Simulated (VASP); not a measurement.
# SiMo3 (P4/mmm) in VASP: a series of runs

Runs on SiMo3. Level: PBE. Tasks: relaxation of cell and atoms.

Everything below comes from runs of VASP 6.6.1. Logs are shortened: lines on timing, memory, paths and dates and some standing lists are left out, and cuts for length are marked.

**1. The cell of the first run**

It takes space group P4/mmm (No. 123, tetragonal). Conventional cell: a = 3.832 Å, b = 3.832 Å, c = 5.058 Å, α = 90.00°, β = 90.00°, γ = 90.00°. Within 3.3 Å of Si (site symmetry 4/mmm) lie 6 Mo at 2.53 to 2.71 Å. Mo (site symmetry 4/mmm) has 2 Si at 2.53 Å and 4 Mo at 2.71 Å within 3.3 Å. Mo (site symmetry 4/mmm) has 2 Mo at 2.53 Å and 4 Si at 2.71 Å within 3.3 Å. Within 3.3 Å of Mo (site symmetry 4/mmm) lie 6 Mo at 2.53 to 2.71 Å.

**2. Relaxation of cell and atoms, PBE**

File INCAR:

```
PREC     = Accurate       # precision mode
ENCUT    = 600            # plane-wave cutoff, eV
EDIFF    = 1E-6           # SCF threshold, eV
ISMEAR   = 0              # smearing method
SIGMA    = 0.1            # smearing width, eV
LREAL    = F              # projectors in reciprocal space
LASPH    = T              # aspherical terms in the spheres
NELM     = 80             # most SCF steps
ALGO     = Normal         # electronic algorithm
ISIF     = 3              # what is computed and relaxed
LWAVE    = F              # write WAVECAR
LCHARG   = F              # write CHGCAR
GGA      = PE             # functional
IBRION   = 2              # ionic algorithm
NSW      = 90             # ionic steps
EDIFFG   = -0.04          # ionic threshold
```

File KPOINTS:

```
Automatic mesh
0
Gamma
  4 4 4
```

File POSCAR:

```
SiMo3
1.0
    3.8322881600      0.0000000000      0.0000000000
    0.0000000000      3.8322881600      0.0000000000
    0.0000000000      0.0000000000      5.0577525800
Si Mo
1 3
Direct
    0.0000000000      0.0000000000      0.5000000000
    0.0000000000      0.0000000000      0.0000000000
    0.5000000000      0.5000000000      0.5000000000
    0.5000000000      0.5000000000      0.0000000000
```

Potentials or basis: VASP PAW PBE potentials, release 64 (Si, Mo_sv).

Started as:

```console
> cat potpaw_PBE.64/Si/POTCAR potpaw_PBE.64/Mo_sv/POTCAR > POTCAR
> mpirun -np 1 vasp_std > vasp.out
```

OUTCAR:

```text
PREC = Accurate
   ENCUT = 600
   EDIFF = 1E-6
   ISMEAR = 0
   LREAL = F
   LASPH = T
   NELM = 80
   ISIF = 3
   GGA = PE
   IBRION = 2
   NSW = 90
   EDIFFG = -0.04

 ion  position               nearest neighbor table
   1  0.000  0.000  0.500-   2 2.53   2 2.53   3 2.71   3 2.71   3 2.71   3 2.71
   2  0.000  0.000  0.000-   1 2.53   1 2.53   4 2.71   4 2.71   4 2.71   4 2.71
   3  0.500  0.500  0.500-   4 2.53   4 2.53   1 2.71   1 2.71   1 2.71   1 2.71
   4  0.500  0.500  0.000-   3 2.53   3 2.53   2 2.71   2 2.71   2 2.71   2 2.71

  LATTYP: Found a simple tetragonal cell.
 ALAT       =     3.8322881600
 C/A-ratio  =     1.3197735579

  Lattice vectors:

 A1 = (   3.8322881600,   0.0000000000,   0.0000000000)
 A2 = (   0.0000000000,   3.8322881600,   0.0000000000)
 A3 = (   0.0000000000,   0.0000000000,   5.0577525800)

Analysis of symmetry for initial positions (statically):
=====================================================================
 Subroutine PRICEL returns:
 Original cell was already a primitive cell.

 Routine SETGRP: Setting up the symmetry group for a
 simple tetragonal supercell.

 Subroutine GETGRP returns: Found 16 space group operations
 (whereof 16 operations were pure point group operations)
 out of a pool of 16 trial point group operations.

The static configuration has the point symmetry D_4h.

Analysis of symmetry for dynamics (positions and initial velocities):
=====================================================================
 Subroutine PRICEL returns:
 Original cell was already a primitive cell.

 Routine SETGRP: Setting up the symmetry group for a
 simple tetragonal supercell.

 Subroutine GETGRP returns: Found 16 space group operations
 (whereof 16 operations were pure point group operations)
 out of a pool of 16 trial point group operations.

The dynamic configuration has the point symmetry D_4h.

 Subroutine INISYM returns: Found 16 space group operations
 (whereof 16 operations are pure point group operations),
 and found     1 'primitive' translations

----------------------------------------------------------------------------------------

                                     Primitive cell

  volume of cell :      74.2803

  direct lattice vectors                    reciprocal lattice vectors
     3.832288160  0.000000000  0.000000000     0.260940712  0.000000000  0.000000000
     0.000000000  3.832288160  0.000000000     0.000000000  0.260940712  0.000000000
     0.000000000  0.000000000  5.057752580     0.000000000  0.000000000  0.197716275

  length of vectors
     3.832288160  3.832288160  5.057752580     0.260940712  0.260940712  0.197716275
[... 63 lines left out ...]
   dimension x,y,z NGX =    32 NGY =   32 NGZ =   40
   dimension x,y,z NGXF=    64 NGYF=   64 NGZF=   80
   ions per type =               1   3
   NGX,Y,Z   is equivalent  to a cutoff of  13.88, 13.88, 13.15 a.u.
   NGXF,Y,Z  is equivalent  to a cutoff of  27.76, 27.76, 26.30 a.u.
 SYSTEM =  unknown system
   PREC   = accura    normal or accurate (medium, high low for compatibility)
   ISTART =      0    job   : 0-new  1-cont  2-samecut
   ICHARG =      2    charge: 1-file 2-atom 10-const
   ISPIN  =      1    spin polarized calculation?
   LNONCOLLINEAR =      F non collinear calculations
   LSORBIT =      F    spin-orbit coupling
   LASPH  =      T    aspherical Exc in radial PAW
   ENCUT  =  600.0 eV  44.10 Ry    6.64 a.u.   7.65  7.65 10.10*2*pi/ulx,y,z
   NELM   =     80;   NELMIN=  2; NELMDL= -5     # of ELM steps
   EDIFF  = 0.1E-05   stopping-criterion for ELM
   LREAL  =      F    real-space projection
   EDIFFG = -.4E-01   stopping-criterion for IOM
   NSW    =     90    number of steps for IOM
   IBRION =      2    ionic relax: 0-MD 1-quasi-New 2-CG
   NFREE  =      1    steps in history (QN), initial steepest desc. (CG)
   ISIF   =      3    stress and relaxation
   ISYM   =      2    0-nonsym 1-usesym 2-fastsym
   POTIM  = 0.5000    time-step for ionic-motion
   TEBEG  =    0.0;   TEEND  =   0.0 temperature during run
   PSTRESS=    0.0 pullay stress
   NELECT =      46.0000    total number of electrons
   NUPDOWN=      -1.0000    fix difference up-down
   EMIN   =  10.00;   EMAX   =-10.00  energy-range for DOS
   EFERMI =   0.00;   METHOD = LEGACY
   ISMEAR =     0;   SIGMA  =   0.10  broadening in eV -4-tet -1-fermi 0-gaus
   EFERMI_NEDOS =   21; number of points for ismear=-14 and -15
   IALGO  =     38    algorithm
   IMIX   =      4    mixing-type and parameters
     AMIX     =   0.40;   BMIX     =  1.00
     AMIX_MAG =   1.60;   BMIX_MAG =  1.00
  volume/ion in A,a.u.               =      18.57       125.32
  Fermi-wavevector in a.u.,A,eV,Ry     =   1.395413  2.636948 26.492963  1.947178
  Thomas-Fermi vector in A             =   2.518867
   LORBIT       =      0    0 simple, 1 ext, 2 COOP (PROOUT), +10 PAW based schemes
   GGA     = PE    functional components
   LHFCALC =     F    Hartree Fock is set to
   AEXX    =    0.0000 exact exchange contribution
   IVDW    =     0    specifies the selected vdW correction
   LEPSILON=     F    determine dielectric tensor
   LRPA    =     F    only Hartree local field effects (RPA)
 conjugate gradient relaxation of ions
 non-spin polarized calculation
 Gauss-broadening in eV      SIGMA  =   0.10
  energy-cutoff  :      600.00
  volume of cell :       74.28
 maximum number of plane-waves:      2516
 NGX is ok and might be reduce to    32
   NGX = 15   NGY = 15   NGZ = 21

--------------------------------------- Ionic step        1  -------------------------------------------

 number of electron      46.0000003 magnetization

 Free energy of the ion-electron system (eV)
  ---------------------------------------------------
  ext. energy  EPLUGINS =         0.00000000
  ---------------------------------------------------
  free energy    TOTEN  =       -33.95282061 eV

  energy without entropy =      -33.91678320  energy(sigma->0) =      -33.93480191

 E-fermi :   9.0654     XC(G=0): -11.7502

 val. band max:        9.0604198384   @ k =   0.5000   0.2500   0.2500
 cond. band min:       9.1404554668   @ k =   0.5000   0.5000   0.5000
 fundamental gap:      0.0800356284
 Fermi energy:         9.0653790642

 k-point     1 :       0.0000    0.0000    0.0000
  band No.  band energies     occupation
      1     -51.9908      2.00000
      2     -51.8563      2.00000
      3     -51.4899      2.00000
      4     -26.7467      2.00000
      5     -26.2393      2.00000
      6     -26.2393      2.00000
[... 794 lines left out ...]
--------------------------------------- Ionic step        8  -------------------------------------------

 number of electron      46.0000007 magnetization

 Free energy of the ion-electron system (eV)
  ---------------------------------------------------
  ext. energy  EPLUGINS =         0.00000000
  ---------------------------------------------------
  free energy    TOTEN  =       -34.56761111 eV

  energy without entropy =      -34.54821788  energy(sigma->0) =      -34.55791450

 E-fermi :  10.2032     XC(G=0): -12.1887

 val. band max:       10.1638590216   @ k =   0.5000   0.0000   0.5000
 cond. band min:      10.2086742575   @ k =   0.0000   0.0000   0.2500
 fundamental gap:      0.0448152359
 Fermi energy:        10.2032083057

 k-point     1 :       0.0000    0.0000    0.0000
  band No.  band energies     occupation
      1     -50.9097      2.00000
      2     -50.6670      2.00000
      3     -50.1473      2.00000
      4     -25.4022      2.00000
      5     -25.2718      2.00000
      6     -25.2718      2.00000
[... 560 lines left out ...]
  FREE ENERGIE OF THE ION-ELECTRON SYSTEM (eV)
  ---------------------------------------------------
  free  energy   TOTEN  =       -34.5676111150 eV

  energy  without entropy=      -34.5482178800  energy(sigma->0) =      -34.55791450

 reached required accuracy - stopping structural energy minimisation
```

OSZICAR:

```text
N       E                     dE             d eps       ncg     rms          rms(c)
DAV:   1     0.510311076444E+03    0.51031E+03   -0.29260E+04   996   0.188E+03
DAV:   2    -0.149108395258E+02   -0.52522E+03   -0.51606E+03  1052   0.516E+02
DAV:   3    -0.353102051035E+02   -0.20399E+02   -0.19536E+02  1274   0.857E+01
[... 92 lines left out ...]
DAV:   4    -0.345677680901E+02    0.20253E-02   -0.11594E-02  1203   0.632E-01    0.170E-01
DAV:   5    -0.345677686681E+02   -0.57808E-06   -0.34148E-03  1251   0.372E-01    0.170E-01
DAV:   6    -0.345675712404E+02    0.19743E-03   -0.11021E-03  1215   0.229E-01    0.796E-02
DAV:   7    -0.345676086692E+02   -0.37429E-04   -0.49586E-05  1058   0.518E-02    0.144E-02
DAV:   8    -0.345676110103E+02   -0.23412E-05   -0.35898E-06   945   0.124E-02    0.270E-03
DAV:   9    -0.345676111150E+02   -0.10463E-06   -0.25271E-07   501   0.391E-03
   8 F= -.34567611E+02 E0= -.34557914E+02  d E =-.120933E-02
```

CONTCAR:

```text
SiMo3
   1.00000000000000
     3.6026904517073044    0.0000000000000000    0.0000000000000000
    -0.0000000000000000    3.6026904517073044    0.0000000000000000
    -0.0000000000000000    0.0000000000000000    5.2546352044150790
  Si              Mo
     1     3
Direct
     0.0000000000000000    0.0000000000000000    0.5000000000000000
     0.0000000000000000    0.0000000000000000    0.0000000000000000
     0.5000000000000000    0.5000000000000000    0.5000000000000000
     0.5000000000000000    0.5000000000000000    0.0000000000000000

  0.00000000E+00  0.00000000E+00  0.00000000E+00
  0.00000000E+00  0.00000000E+00  0.00000000E+00
  0.00000000E+00  0.00000000E+00  0.00000000E+00
  0.00000000E+00  0.00000000E+00  0.00000000E+00
```

Run time: 6.3 min. Hardware: 1 thread of Intel Xeon Platinum 8259CL at 2.50GHz (Skylake/Cascade Lake), shared host; peak memory 0.21 GiB.

What came out:

```yaml
Free_energy: -34.5676 eV
Relaxed_volume: 17.05 Å³/atom
Relaxed_cell: a = 3.603 Å, b = 3.603 Å, c = 5.255 Å, α = 90.00°, β = 90.00°, γ = 90.00°
Space_group_after_relaxing_to_0.05_Å: P4/mmm (No. 123)
Energy_gained_by_relaxing: 153.7 meV/atom
Ionic_steps: 8
Pressure_after_relaxing: 0.0 GPa
Band_gap_on_the_k_mesh: zero (band 23 reaches 11.00 eV, above the bottom of band 24 at 9.69 eV)
```

Step by step:
| step | energy change (eV) | largest force (eV/Å) | pressure (GPa) | volume (Å³) |
| --- | --- | --- | --- | --- |
| 1 | 0.0000 | 0.0000 | -10.85 | 74.28 |
| 2 | -0.1060 | 0.0000 | 24.09 | 61.26 |
| 3 | -0.5569 | 0.0000 | 3.61 | 66.78 |
| 4 | -0.5573 | 0.0000 | 4.05 | 66.63 |
| 5 | -0.5846 | 0.0000 | -0.87 | 68.81 |
| 6 | -0.6136 | 0.0000 | 0.90 | 67.86 |
| 7 | -0.6132 | 0.0000 | -1.03 | 68.59 |
| 8 | -0.6148 | 0.0000 | -0.01 | 68.20 |

Final structure:
```
Si Mo
1.0
     3.60269    0.00000    0.00000
     0.00000    3.60269    0.00000
     0.00000    0.00000    5.25464
Si Mo
1 3
Direct
  0.00000 0.00000 0.50000
  0.00000 0.00000 0.00000
  0.50000 0.50000 0.50000
  0.50000 0.50000 0.00000
```

Levels at points of the mesh, in eV from the Fermi level:
| k point | band 19 | band 20 | band 21 | band 22 | band 23 | band 24 | band 25 | band 26 | band 27 |
| --- | --- | --- | --- | --- | --- | --- | --- | --- | --- |
| (0.00, 0.00, 0.00) | -2.81 | -2.54 | -2.36 | -0.84 | 0.80 | 1.02 | 1.02 | 1.04 | 1.04 |
| (0.50, 0.00, 0.00) | -1.92 | -1.68 | -1.44 | -0.30 | -0.21 | -0.05 | 0.76 | 0.81 | 1.52 |
| (0.50, 0.50, 0.00) | -2.58 | -2.58 | -0.06 | 0.30 | 0.80 | 0.83 | 0.83 | 1.45 | 1.57 |
| (0.00, 0.00, 0.50) | -2.23 | -2.23 | -1.11 | -0.92 | -0.52 | -0.52 | 0.68 | 1.93 | 1.93 |
| (0.50, 0.00, 0.50) | -1.50 | -0.85 | -0.68 | -0.50 | -0.23 | -0.04 | 0.44 | 0.49 | 0.52 |
| (0.50, 0.50, 0.50) | -2.13 | -2.13 | -0.41 | 0.03 | 0.03 | 0.04 | 0.96 | 1.18 | 1.27 |

Caveat: the k points lie up to 0.44 Å⁻¹ apart in the final cell.

**3. Relaxation of cell and atoms, PBE**

This run uses another cell than the first one, of 17.02 Å³/atom, 0.917 times its volume.

File INCAR:

```
PREC = Accurate
ENCUT = 600
EDIFF = 1E-7
ISMEAR = 0
SIGMA = 0.1
LREAL = F
LASPH = T
NELM = 100
ALGO = Fast
ISIF = 3
LWAVE = F
LCHARG = F
GGA = PE
IBRION = 2
NSW = 90
EDIFFG = -0.04
```

File KPOINTS:

```
Automatic mesh
0
Gamma
  6 6 4
```

File POSCAR:

```
SiMo3
1.0
    3.6000872354      0.0000000000      0.0000000000
    0.0000000000      3.6000872354      0.0000000000
    0.0000000000      0.0000000000      5.2542520173
Si Mo
1 3
Direct
    0.0000000000      0.0000000000      0.5000000000
    0.0000000000      0.0000000000      0.0000000000
    0.5000000000      0.5000000000      0.5000000000
    0.5000000000      0.5000000000      0.0000000000
```

Potentials or basis: VASP PAW PBE potentials, release 64 (Si, Mo_sv).

Started as:

```console
> cat potpaw_PBE.64/Si/POTCAR potpaw_PBE.64/Mo_sv/POTCAR > POTCAR
> mpirun -np 1 vasp_std > vasp.out
```

Wall time 3.9 min (1 thread of Intel Xeon 6975P-C, shared host); peak memory 0.23 GiB.

Results (log left out):

```yaml
Free_energy: -34.6736 eV
Relaxed_volume: 16.99 Å³/atom
Relaxed_cell: a = 3.589 Å, b = 3.589 Å, c = 5.275 Å, α = 90.00°, β = 90.00°, γ = 90.00°
Space_group_after_relaxing_to_0.05_Å: P4/mmm (No. 123)
Energy_gained_by_relaxing: 0.5 meV/atom
Ionic_steps: 3
Pressure_after_relaxing: 0.3 GPa
Band_gap_on_the_k_mesh: zero (band 23 reaches 11.08 eV, above the bottom of band 24 at 9.83 eV)
```

Stress tensor (GPa, compression positive):
```
0.24 0.00 0.00
0.00 0.24 0.00
0.00 0.00 0.37
```

Step by step:
```
step  energy change (eV)  largest force (eV/Å)  pressure (GPa)  volume (Å³)
   1              0.0000                0.0000           -0.21        68.10
   2             -0.0017                0.0000            0.49        67.88
   3             -0.0021                0.0000            0.28        67.94
```

Final structure:
```cif
data_structure
_symmetry_space_group_name_H-M 'P 1'
_symmetry_Int_Tables_number 1
_cell_length_a 3.5888
_cell_length_b 3.5888
_cell_length_c 5.2752
_cell_angle_alpha 90.000
_cell_angle_beta 90.000
_cell_angle_gamma 90.000
_cell_volume 67.94
loop_
_atom_site_label
_atom_site_type_symbol
_atom_site_fract_x
_atom_site_fract_y
_atom_site_fract_z
_atom_site_occupancy
Si1 Si 0.00000 0.00000 0.50000 1
Mo1 Mo 0.00000 0.00000 0.00000 1
Mo2 Mo 0.50000 0.50000 0.50000 1
Mo3 Mo 0.50000 0.50000 0.00000 1
```

Levels at points of the mesh, in eV from the Fermi level:
```tsv
k point	band 21	band 22	band 23	band 24	band 25	band 26
(0.00, 0.00, 0.00)	-2.48	-0.91	0.70	0.93	0.93	1.01
(0.50, 0.00, 0.00)	-1.65	-0.48	-0.35	-0.23	0.65	0.73
(0.50, 0.50, 0.00)	-0.17	0.19	0.72	0.72	0.73	0.98
(0.00, 0.00, 0.50)	-1.18	-0.99	-0.53	-0.53	0.61	1.85
(0.50, 0.00, 0.50)	-0.83	-0.62	-0.41	-0.15	0.29	0.41
(0.50, 0.50, 0.50)	-0.42	-0.12	-0.12	-0.04	0.93	0.98
```
